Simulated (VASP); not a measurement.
# Ta (Im-3m) in VASP: a series of runs

Ta is run at these levels: r2SCAN; tasks: single point.

Program: VASP 6.6.1. These are calculated values, not measurements. Logs are shortened: lines on timing, memory, paths and dates and some standing lists are left out, and cuts for length are marked.

## Step 1: The cell of the first run

It takes space group Im-3m (No. 229, cubic). The conventional cell has a = 3.363 Å, b = 3.363 Å, c = 3.363 Å, α = 90.00°, β = 90.00°, γ = 90.00°. Within 3.8 Å of Ta (site symmetry m-3m) lie 14 Ta at 2.91 to 3.36 Å.

## Step 2: Single point, r2SCAN

File POSCAR:

```
Ta
1.0
   -1.6816697026      1.6816697026      1.6816697026
    1.6816697026     -1.6816697026      1.6816697026
    1.6816697026      1.6816697026     -1.6816697026
Ta
1
Direct
    0.0000000000      0.0000000000      0.0000000000
```

File INCAR.step1:

```
PREC = Accurate
ENCUT = 520
ISMEAR = -1
SIGMA = 0.1
LREAL = F
LASPH = T
NELM = 60
NBANDS = 12
GGA = PE
ALGO = Normal
EDIFF = 1E-4
LWAVE = T
LCHARG = F
```

File INCAR.step2:

```
PREC = Accurate
ENCUT = 520
EDIFF = 1E-6
ISMEAR = -1
SIGMA = 0.1
LREAL = F
LASPH = T
NELM = 60
ALGO = Normal
ISIF = 2
LWAVE = F
LCHARG = T
METAGGA = R2SCAN
LMIXTAU = T
LELF = T
LVHAR = T
NBANDS = 12
ISTART = 1
```

File KPOINTS:

```
regular mesh
0
Gamma
  14 14 14
```

Potentials or basis: VASP PAW PBE potentials, release 64 (Ta_pv).

On the command line:

```bash
cat potpaw_PBE.64/Ta_pv/POTCAR > POTCAR
cp INCAR.step1 INCAR
mpirun -np 1 vasp_std > vasp.out
cp INCAR.step2 INCAR
mpirun -np 1 vasp_std > vasp.out
```

OUTCAR:

```text
PREC = Accurate
   ENCUT = 520
   EDIFF = 1E-6
   ISMEAR = -1
   LREAL = F
   LASPH = T
   NELM = 60
   ISIF = 2
   METAGGA = R2SCAN
   ISTART = 1

 ion  position               nearest neighbor table
   1  0.000  0.000  0.000-

  LATTYP: Found a body centered cubic cell.
 ALAT       =     3.3633394052

  Lattice vectors:

 A1 = (  -1.6816697026,   1.6816697026,   1.6816697026)
 A2 = (   1.6816697026,  -1.6816697026,   1.6816697026)
 A3 = (   1.6816697026,   1.6816697026,  -1.6816697026)

Analysis of symmetry for initial positions (statically):
=====================================================================
 Subroutine PRICEL returns:
 Original cell was already a primitive cell.

 Routine SETGRP: Setting up the symmetry group for a
 body centered cubic supercell.

 Subroutine GETGRP returns: Found 48 space group operations
 (whereof 48 operations were pure point group operations)
 out of a pool of 48 trial point group operations.

The static configuration has the point symmetry O_h .

Analysis of symmetry for dynamics (positions and initial velocities):
=====================================================================
 Subroutine PRICEL returns:
 Original cell was already a primitive cell.

 Routine SETGRP: Setting up the symmetry group for a
 body centered cubic supercell.

 Subroutine GETGRP returns: Found 48 space group operations
 (whereof 48 operations were pure point group operations)
 out of a pool of 48 trial point group operations.

The dynamic configuration has the point symmetry O_h .

 Subroutine INISYM returns: Found 48 space group operations
 (whereof 48 operations are pure point group operations),
 and found     1 'primitive' translations

----------------------------------------------------------------------------------------

                                     Primitive cell

  volume of cell :      19.0231

  direct lattice vectors                    reciprocal lattice vectors
    -1.681669703  1.681669703  1.681669703     0.000000000  0.297323546  0.297323546
     1.681669703 -1.681669703  1.681669703     0.297323546  0.000000000  0.297323546
     1.681669703  1.681669703 -1.681669703     0.297323546  0.297323546  0.000000000

  length of vectors
     2.912737366  2.912737366  2.912737366     0.420478992  0.420478992  0.420478992

  position of ions in fractional coordinates (direct lattice)
[... 82 lines left out ...]
   NFREE  =      0    steps in history (QN), initial steepest desc. (CG)
   ISIF   =      2    stress and relaxation
   ISYM   =      2    0-nonsym 1-usesym 2-fastsym
   POTIM  = 0.5000    time-step for ionic-motion
   TEBEG  =    0.0;   TEEND  =   0.0 temperature during run
   PSTRESS=    0.0 pullay stress
   NELECT =      11.0000    total number of electrons
   NUPDOWN=      -1.0000    fix difference up-down
   EMIN   =  10.00;   EMAX   =-10.00  energy-range for DOS
   EFERMI =   0.00;   METHOD = LEGACY
   ISMEAR =    -1;   SIGMA  =   0.10  broadening in eV -4-tet -1-fermi 0-gaus
   EFERMI_NEDOS =   21; number of points for ismear=-14 and -15
   IALGO  =     38    algorithm
   IMIX   =      4    mixing-type and parameters
     AMIX     =   0.40;   BMIX     =  1.00
     AMIX_MAG =   1.60;   BMIX_MAG =  1.00
  volume/ion in A,a.u.               =      19.02       128.37
  Fermi-wavevector in a.u.,A,eV,Ry     =   1.363887  2.577373 25.309388  1.860188
  Thomas-Fermi vector in A             =   2.490251
   LORBIT       =      0    0 simple, 1 ext, 2 COOP (PROOUT), +10 PAW based schemes
   METAGGA = R2SCAN    functional components
   LHFCALC =     F    Hartree Fock is set to
   AEXX    =    0.0000 exact exchange contribution
   IVDW    =     0    specifies the selected vdW correction
   LEPSILON=     F    determine dielectric tensor
   LRPA    =     F    only Hartree local field effects (RPA)
 non-spin polarized calculation
  energy-cutoff  :      520.00
  volume of cell :       19.02
 maximum number of plane-waves:       531
 NGX is ok and might be reduce to    24
   NGX = 11   NGY = 11   NGZ = 11

 number of electron      10.9999998 magnetization

 Free energy of the ion-electron system (eV)
  ---------------------------------------------------
  ext. energy  EPLUGINS =         0.00000000
  ---------------------------------------------------
  free energy    TOTEN  =       -48.57541447 eV

  energy without entropy =      -48.53421052  energy(sigma->0) =      -48.55481249

 E-fermi :   4.9164     XC(G=0): -13.4570

 val. band max:        4.9094910588   @ k =  -0.3571   0.4286   0.1429
 cond. band min:       4.9385776100   @ k =   0.3571   0.1429   0.0000
 fundamental gap:      0.0290865512
 Fermi energy:         4.9163761123

 k-point     1 :       0.0000    0.0000    0.0000
  band No.  band energies     occupation
      1     -29.5533      2.00000
      2     -29.5533      2.00000
      3     -29.5533      2.00000
      4      -3.2231      2.00000
      5       5.7295      0.00059
      6       5.7295      0.00059
      7       5.7295      0.00059
      8       9.0301      0.00000
      9       9.0301      0.00000
     10      16.7545      0.00000
     11      20.4076      0.00000
     12      20.4076      0.00000
[... 331 lines left out ...]
 k-point    24 :       0.3571    0.2857    0.0000
  band No.  band energies     occupation
      1     -30.3439      2.00000
      2     -30.1858      2.00000
      3     -29.6814      2.00000
      4       2.4118      2.00000
      5       3.6187      2.00000
      6       4.0824      1.99952
      7       9.1676      0.00000
      8       9.7061      0.00000
      9      13.8358      0.00000
     10      15.6803      0.00000
     11      16.7595      0.00000
     12      17.4927      0.00000

 [... further k-points ...]

------------------------ aborting loop because EDIFF is reached ----------------------------------------

  FORCE on cell =-STRESS in cart. coord.  units (eV):
  Direction    XX          YY          ZZ          XY          YZ          ZX
  --------------------------------------------------------------------------------------
  -------------------------------------------------------------------------------------
  Total       -1.0908314     -1.0908314     -1.0908314      0.0000000     -0.0000000      0.0000000
  in kB      -91.8726258    -91.8726258    -91.8726258      0.0000000     -0.0000000      0.0000000
  external PRESSURE =     -91.8726258 kB  Pullay stress =       0.0000000 kB

 VOLUME and BASIS-vectors are now :
 -----------------------------------------------------------------------------
  energy-cutoff  :      520.00
  volume of cell :       19.02
      direct lattice vectors                 reciprocal lattice vectors
    -1.681669703  1.681669703  1.681669703     0.000000000  0.297323546  0.297323546
     1.681669703 -1.681669703  1.681669703     0.297323546  0.000000000  0.297323546
     1.681669703  1.681669703 -1.681669703     0.297323546  0.297323546  0.000000000

 POSITION                                       TOTAL-FORCE (eV/Angst)
 -----------------------------------------------------------------------------------
      0.00000      0.00000      0.00000         0.000000      0.000000     -0.000000
 -----------------------------------------------------------------------------------
    total drift:                                0.000000      0.000000     -0.000000

  FREE ENERGIE OF THE ION-ELECTRON SYSTEM (eV)
  ---------------------------------------------------
  free  energy   TOTEN  =       -48.5754144656 eV

  energy  without entropy=      -48.5342105200  energy(sigma->0) =      -48.55481249
```

OUTCAR.step1:

```text
PREC = Accurate
   ENCUT = 520
   ISMEAR = -1
   LREAL = F
   LASPH = T
   NELM = 60
[... 574 lines left out ...]

 POSITION                                       TOTAL-FORCE (eV/Angst)
 -----------------------------------------------------------------------------------
      0.00000      0.00000      0.00000         0.000000     -0.000000     -0.000000
 -----------------------------------------------------------------------------------
    total drift:                                0.000000      0.000000     -0.000000

  FREE ENERGIE OF THE ION-ELECTRON SYSTEM (eV)
  ---------------------------------------------------
  free  energy   TOTEN  =       -11.8208401044 eV

  energy  without entropy=      -11.7786070399  energy(sigma->0) =      -11.79972357
```

It took 84 s on 1 thread of Intel Xeon 8259CL, shared host; peak memory 0.16 GiB.

Results:

- Free energy: -48.5754 eV
- Pressure: -9.2 GPa
- Band gap on the k mesh: zero (an odd number of electrons rules out a gap without spin polarisation)

Caveat: the cell stands under tension; the PAW data sets were made with another functional, which shifts forces and pressure a little; spin-orbit coupling is left out, which moves the levels of the heavy elements.

## Step 3: Single point, r2SCAN

POSCAR is that of step 2.

File INCAR.step1:

```
SYSTEM = Ta
PREC = Accurate
ENCUT = 520
ISMEAR = -1
SIGMA = 0.1
LREAL = .FALSE.
LASPH = .TRUE.
NELM = 60
NBANDS = 12
GGA = PE
ALGO = Normal
EDIFF = 1E-4
LWAVE = .TRUE.
LCHARG = .FALSE.
```

File INCAR.step2:

```
SYSTEM = Ta
PREC = Accurate
ENCUT = 520
EDIFF = 1E-7
ISMEAR = -1
SIGMA = 0.1
LREAL = .FALSE.
LASPH = .TRUE.
NELM = 60
ALGO = Normal
ISIF = 2
LWAVE = .FALSE.
LCHARG = .TRUE.
METAGGA = R2SCAN
LMIXTAU = .TRUE.
LELF = .TRUE.
LVHAR = .TRUE.
NBANDS = 12
ISTART = 1
```

File KPOINTS:

```
regular mesh
0
G
  14 14 14
  0 0 0
```

Potentials or basis: VASP PAW PBE potentials, release 64 (Ta_pv).

On the command line:

```bash
cat potpaw_PBE.64/Ta_pv/POTCAR > POTCAR
cp INCAR.step1 INCAR
mpirun -np 1 vasp_std > vasp.out
cp INCAR.step2 INCAR
mpirun -np 1 vasp_std > vasp.out
```

Run time: 1.9 min. Hardware: 1 thread of Intel Xeon 8259CL, shared host; peak memory 0.16 GiB.

Results (log left out):

* Free energy: -48.5754 eV
* Pressure: -9.2 GPa
* Band gap on the k mesh: zero (an odd number of electrons rules out a gap without spin polarisation)

Levels at points of the mesh, in eV from the Fermi level:
| k point | band 3 | band 4 | band 5 | band 6 | band 7 | band 8 |
| --- | --- | --- | --- | --- | --- | --- |
| (0.00, 0.00, 0.00) | -34.47 | -8.14 | 0.81 | 0.81 | 0.81 | 4.11 |
| (0.50, 0.00, 0.00) | -34.47 | -4.34 | -1.43 | 1.20 | 3.95 | 4.95 |
| (0.50, 0.50, 0.50) | -35.19 | -3.64 | -3.64 | 6.65 | 6.65 | 6.65 |

Caveat: the cell stands under tension; the PAW data sets were made with another functional, which shifts forces and pressure a little; spin-orbit coupling is left out, which moves the levels of the heavy elements.
